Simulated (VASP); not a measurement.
The system is Al.

```
CELL_PARAMETERS angstrom
2.81246 0.00000 0.00000
-1.40623 2.43566 0.00000
0.00000 0.00000 4.86685
ATOMIC_POSITIONS crystal
Al 0.66667 0.33333 0.75000
Al 0.33333 0.66667 0.25000
```

Program: VASP 6.6.1. Alike in all runs: task single point; potentials or basis VASP PAW PBE potentials, release 64 (Al); cell as given; cutoff (eV) 500.

**Question.** Order these runs on this cell by their pressure, lowest first.
A. level PBE; spin off; k mesh 9 × 9 × 6; smearing fermi-dirac 0.051704 eV
B. level PBE; spin collinear; k mesh 3 × 3 × 1, shifted; smearing gaussian 0.1 eV
C. level PBE+D3(BJ); spin off; k mesh 9 × 9 × 6; smearing gaussian 0.1 eV

**Answer.** C (-3.2 GPa), A (0.1 GPa), B (2.9 GPa).

Caveats: some runs use coarse meshes; pairwise dispersion overbinds metals, which lowers pressure and volume (some runs).
